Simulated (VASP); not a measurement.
# CaSe (I4/mmm) in VASP: single point with r2SCAN

Aim: the single point of CaSe with r2SCAN.

Everything below comes from runs of VASP 6.6.1. Logs are shortened: lines on timing, memory, paths and dates and some standing lists are left out, and cuts for length are marked.

## 1. The cell of the first run

The structure is tetragonal, space group I4/mmm (No. 139). Conventional cell: a = 4.368 Å, b = 4.368 Å, c = 5.935 Å, α = 90.00°, β = 90.00°, γ = 90.00°. Within 3.9 Å of Ca (site symmetry 4/mmm) lie 6 Se at 2.97 to 3.09 Å. Within 3.9 Å of Se (site symmetry 4/mmm) lie 6 Ca at 2.97 to 3.09 Å.

## 2. Single point, r2SCAN (biaxial xy strain +4.1%)

The input, POSCAR:

```
CaSe
1.0
    0.0000000000      3.0889072977      2.9675351117
    3.0889072977      0.0000000000      2.9675351117
    3.0889072977      3.0889072977      0.0000000000
Ca Se
1 1
Direct
    0.0000000000      0.0000000000      0.0000000000
    0.5000000000      0.5000000000      0.5000000000
```

The input, INCAR.step1:

```
SYSTEM = CaSe
PREC = Accurate
ENCUT = 520
ISMEAR = 0
SIGMA = 0.01
LREAL = .False.
LASPH = .True.
NELM = 100
NBANDS = 15
GGA = PE
ALGO = Normal
EDIFF = 1E-4
LWAVE = .True.
LCHARG = .False.
```

The input, INCAR.step2:

```
SYSTEM = CaSe
PREC = Accurate
ENCUT = 520
EDIFF = 1E-6
ISMEAR = 0
SIGMA = 0.01
LREAL = .False.
LASPH = .True.
NELM = 100
ALGO = Normal
ISIF = 2
LWAVE = .False.
LCHARG = .False.
METAGGA = R2SCAN
LMIXTAU = .True.
NBANDS = 15
ISTART = 1
```

The input, KPOINTS:

```
regular mesh
0
Gamma
  8 8 8
  0 0 0
```

Potentials or basis: VASP PAW PBE potentials, release 64 (Ca_sv, Se).

The run is started by

```console
> cat potpaw_PBE.64/Ca_sv/POTCAR potpaw_PBE.64/Se/POTCAR > POTCAR
> cp INCAR.step1 INCAR
> mpirun -np 1 vasp_std > vasp.out
> cp INCAR.step2 INCAR
> mpirun -np 1 vasp_std > vasp.out
```

OUTCAR:

```text
SYSTEM = CaSe
   PREC = Accurate
   ENCUT = 520
   EDIFF = 1E-6
   ISMEAR = 0
   LREAL = .False.
   LASPH = .True.
   NELM = 100
   ISIF = 2
   METAGGA = R2SCAN
   ISTART = 1

 ion  position               nearest neighbor table
   1  0.000  0.000  0.000-   2 2.97   2 2.97
   2  0.500  0.500  0.500-   1 2.97   1 2.97

  LATTYP: Found a body centered tetragonal cell.
 ALAT       =     4.3683745933
 C/A-ratio  =     1.3586449826

  Lattice vectors:

 A1 = (   0.0000000000,  -3.0889072977,  -2.9675351117)
 A2 = (   0.0000000000,   3.0889072977,  -2.9675351117)
 A3 = (   3.0889072977,   0.0000000000,   2.9675351117)

Analysis of symmetry for initial positions (statically):
=====================================================================
 Subroutine PRICEL returns:
 Original cell was already a primitive cell.

 Routine SETGRP: Setting up the symmetry group for a
 body centered tetragonal supercell.

 Subroutine GETGRP returns: Found 16 space group operations
 (whereof 16 operations were pure point group operations)
 out of a pool of 16 trial point group operations.

The static configuration has the point symmetry D_4h.

Analysis of symmetry for dynamics (positions and initial velocities):
=====================================================================
 Subroutine PRICEL returns:
 Original cell was already a primitive cell.

 Routine SETGRP: Setting up the symmetry group for a
 body centered tetragonal supercell.

 Subroutine GETGRP returns: Found 16 space group operations
 (whereof 16 operations were pure point group operations)
 out of a pool of 16 trial point group operations.

The dynamic configuration has the point symmetry D_4h.

 Subroutine INISYM returns: Found 16 space group operations
 (whereof 16 operations are pure point group operations),
 and found     1 'primitive' translations

----------------------------------------------------------------------------------------

                                     Primitive cell

  volume of cell :      56.6286

  direct lattice vectors                    reciprocal lattice vectors
     0.000000000  3.088907298  2.967535112    -0.161869539  0.161869539  0.168490003
     3.088907298  0.000000000  2.967535112     0.161869539 -0.161869539  0.168490003
     3.088907298  3.088907298  0.000000000     0.161869539  0.161869539 -0.168490003

  length of vectors
     4.283411366  4.283411366  4.368374593     0.284239998  0.284239998  0.284239998

  position of ions in fractional coordinates (direct lattice)
     0.000000000  0.000000000  0.000000000
     0.500000000  0.500000000  0.500000000

  ion indices of the primitive-cell ions
   primitive index   ion index
                 1           1
                 2           2

----------------------------------------------------------------------------------------

 KPOINTS: regular mesh

Automatic generation of k-mesh.
 Grid dimensions read from file:
 generate k-points for:    8    8    8

 Generating k-lattice:

  Cartesian coordinates                     Fractional coordinates (reciprocal lattice)
    -0.020233692  0.020233692  0.021061250     0.125000000  0.000000000  0.000000000
     0.020233692 -0.020233692  0.021061250     0.000000000  0.125000000  0.000000000
     0.020233692  0.020233692 -0.021061250     0.000000000  0.000000000  0.125000000

  Length of vectors
     0.035530000  0.035530000  0.035530000

  Shift w.r.t. Gamma in fractional coordinates (k-lattice)
     0.000000000  0.000000000  0.000000000

 Subroutine IBZKPT returns following result:
 ===========================================

 Found     59 irreducible k-points:

 Following reciprocal coordinates:
            Coordinates               Weight
  0.000000  0.000000  0.000000      1.000000
  0.125000  0.000000  0.000000      8.000000
  0.250000  0.000000  0.000000      8.000000
  0.375000  0.000000  0.000000      8.000000
  0.500000  0.000000  0.000000      4.000000
  0.125000  0.125000  0.000000      2.000000
[... 16 lines left out ...]
  0.250000  0.000000  0.125000     16.000000
  0.375000 -0.000000  0.125000     16.000000
 [... further k-points ...]
   k-points           NKPTS =     59   k-points in BZ     NKDIM =     59   number of bands    NBANDS=     15
   number of dos      NEDOS =    301   number of ions     NIONS =      2
   total plane-waves  NPLWV =  32768
   dimension x,y,z NGX =    32 NGY =   32 NGZ =   32
   dimension x,y,z NGXF=    64 NGYF=   64 NGZF=   64
   ions per type =               1   1
   NGX,Y,Z   is equivalent  to a cutoff of  12.42, 12.42, 12.18 a.u.
   NGXF,Y,Z  is equivalent  to a cutoff of  24.84, 24.84, 24.36 a.u.
 SYSTEM =  CaSe
   PREC   = accura    normal or accurate (medium, high low for compatibility)
   ISTART =      1    job   : 0-new  1-cont  2-samecut
   ICHARG =      0    charge: 1-file 2-atom 10-const
   ISPIN  =      1    spin polarized calculation?
   LNONCOLLINEAR =      F non collinear calculations
   LSORBIT =      F    spin-orbit coupling
   LASPH  =      T    aspherical Exc in radial PAW
   ENCUT  =  520.0 eV  38.22 Ry    6.18 a.u.   7.96  7.96  8.12*2*pi/ulx,y,z
   NELM   =    100;   NELMIN=  2; NELMDL=  0     # of ELM steps
   EDIFF  = 0.1E-05   stopping-criterion for ELM
   LREAL  =      F    real-space projection
[... 7 lines left out ...]
   TEBEG  =    0.0;   TEEND  =   0.0 temperature during run
   PSTRESS=    0.0 pullay stress
   NELECT =      16.0000    total number of electrons
   NUPDOWN=      -1.0000    fix difference up-down
   EMIN   =  10.00;   EMAX   =-10.00  energy-range for DOS
   EFERMI =   0.00;   METHOD = LEGACY
   ISMEAR =     0;   SIGMA  =   0.01  broadening in eV -4-tet -1-fermi 0-gaus
   EFERMI_NEDOS =   21; number of points for ismear=-14 and -15
   IALGO  =     38    algorithm
   IMIX   =      4    mixing-type and parameters
     AMIX     =   0.40;   BMIX     =  1.00
     AMIX_MAG =   1.60;   BMIX_MAG =  1.00
  volume/ion in A,a.u.               =      28.31       191.07
  Fermi-wavevector in a.u.,A,eV,Ry     =   1.074244  2.030027 15.701127  1.154000
  Thomas-Fermi vector in A             =   2.210067
   LORBIT       =      0    0 simple, 1 ext, 2 COOP (PROOUT), +10 PAW based schemes
   METAGGA = R2SCAN    functional components
   LHFCALC =     F    Hartree Fock is set to
   AEXX    =    0.0000 exact exchange contribution
   IVDW    =     0    specifies the selected vdW correction
   LEPSILON=     F    determine dielectric tensor
   LRPA    =     F    only Hartree local field effects (RPA)
 non-spin polarized calculation
 Gauss-broadening in eV      SIGMA  =   0.01
  energy-cutoff  :      520.00
  volume of cell :       56.63
 maximum number of plane-waves:      1548
   NGX = 15   NGY = 15   NGZ = 17

 number of electron      16.0000004 magnetization

 Free energy of the ion-electron system (eV)
  ---------------------------------------------------
  ext. energy  EPLUGINS =         0.00000000
  ---------------------------------------------------
  free energy    TOTEN  =       -25.92107036 eV

  energy without entropy =      -25.92107036  energy(sigma->0) =      -25.92107036

 E-fermi :   1.7678     XC(G=0):  -9.1802

 val. band max:        1.5944105498   @ k =   0.0000   0.0000   0.0000
 cond. band min:       4.2590708452   @ k =   0.5000   0.5000   0.0000
 fundamental gap:      2.6646602955
 Fermi energy:         1.7677813306

 k-point     1 :       0.0000    0.0000    0.0000
  band No.  band energies     occupation
      1     -39.9942      2.00000
      2     -20.0948      2.00000
      3     -20.0947      2.00000
      4     -20.0781      2.00000
      5     -10.3053      2.00000
      6       1.5882      2.00000
      7       1.5944      2.00000
      8       1.5944      2.00000
      9       5.1757      0.00000
     10       5.7545      0.00000
     11       5.7545      0.00000
     12       5.9915      0.00000
     13       6.2865      0.00000
     14       6.4716      0.00000
     15      11.9118      0.00000

 k-point     2 :       0.1250    0.0000    0.0000
  band No.  band energies     occupation
      1     -39.9936      2.00000
      2     -20.1030      2.00000
      3     -20.0958      2.00000
      4     -20.0815      2.00000
      5     -10.2285      2.00000
      6       0.9288      2.00000
      7       1.3996      2.00000
      8       1.3997      2.00000
      9       5.6051      0.00000
     10       5.9624      0.00000
     11       6.0510      0.00000
     12       6.2143      0.00000
     13       6.6270      0.00000
     14       6.8585      0.00000
     15      11.8898      0.00000

 k-point     3 :       0.2500    0.0000    0.0000
  band No.  band energies     occupation
      1     -39.9922      2.00000
      2     -20.1278      2.00000
      3     -20.0985      2.00000
      4     -20.0845      2.00000
      5     -10.0347      2.00000
      6      -0.1888      2.00000
      7       1.0095      2.00000
      8       1.0143      2.00000
      9       5.7953      0.00000
     10       6.4655      0.00000
     11       6.5437      0.00000
     12       7.3585      0.00000
     13       7.4911      0.00000
     14       7.8437      0.00000
     15      11.1962      0.00000
[... 343 lines left out ...]
 k-point    23 :       0.2500    0.0000    0.1250
  band No.  band energies     occupation
      1     -39.9923      2.00000
      2     -20.1208      2.00000
      3     -20.0998      2.00000
      4     -20.0858      2.00000
      5     -10.0746      2.00000
      6       0.0124      2.00000
      7       1.0479      2.00000
      8       1.1449      2.00000
      9       5.4556      0.00000
     10       6.3366      0.00000
     11       6.6371      0.00000
     12       6.9635      0.00000
     13       7.1062      0.00000
     14       8.2949      0.00000
     15      11.3561      0.00000

 k-point    24 :       0.3750   -0.0000    0.1250
  band No.  band energies     occupation
      1     -39.9909      2.00000
      2     -20.1438      2.00000
      3     -20.1032      2.00000
      4     -20.0890      2.00000
      5      -9.8815      2.00000
      6      -0.7426      2.00000
      7       0.6215      2.00000
      8       0.8132      2.00000
      9       5.7793      0.00000
     10       7.0235      0.00000
     11       7.1997      0.00000
     12       7.6148      0.00000
     13       7.9343      0.00000
     14       8.9780      0.00000
     15      10.2503      0.00000

 [... further k-points ...]

------------------------ aborting loop because EDIFF is reached ----------------------------------------

  FORCE on cell =-STRESS in cart. coord.  units (eV):
  Direction    XX          YY          ZZ          XY          YZ          ZX
  --------------------------------------------------------------------------------------
  -------------------------------------------------------------------------------------
  Total       -1.4625829     -1.4625829     -0.4649983      0.0000000     -0.0000000      0.0000000
  in kB      -41.3804728    -41.3804728    -13.1560753      0.0000000     -0.0000000      0.0000000
  external PRESSURE =     -31.9723403 kB  Pullay stress =       0.0000000 kB

 VOLUME and BASIS-vectors are now :
 -----------------------------------------------------------------------------
  energy-cutoff  :      520.00
  volume of cell :       56.63
      direct lattice vectors                 reciprocal lattice vectors
     0.000000000  3.088907298  2.967535112    -0.161869539  0.161869539  0.168490003
     3.088907298  0.000000000  2.967535112     0.161869539 -0.161869539  0.168490003
     3.088907298  3.088907298  0.000000000     0.161869539  0.161869539 -0.168490003

 POSITION                                       TOTAL-FORCE (eV/Angst)
 -----------------------------------------------------------------------------------
      0.00000      0.00000      0.00000         0.000000     -0.000000      0.000000
      3.08891      3.08891      2.96754         0.000000      0.000000     -0.000000
 -----------------------------------------------------------------------------------
    total drift:                                0.000000     -0.000000     -0.000000

  FREE ENERGIE OF THE ION-ELECTRON SYSTEM (eV)
  ---------------------------------------------------
  free  energy   TOTEN  =       -25.9210703635 eV

  energy  without entropy=      -25.9210703635  energy(sigma->0) =      -25.92107036
```

Wall time 2 min (1 thread of Intel Xeon 8259CL, shared host); peak memory 0.22 GiB.

What came out:

```yaml
Free_energy: -25.9211 eV
Pressure: -3.2 GPa
Band_gap_on_the_k_mesh: 2.66 eV (least direct gap 3.46 eV)
```

Caveat: the cell differs from its parent crystal (biaxial xy strain +4.1%); the cell stands under tension; the PAW data sets were made with another functional, which shifts forces and pressure a little.
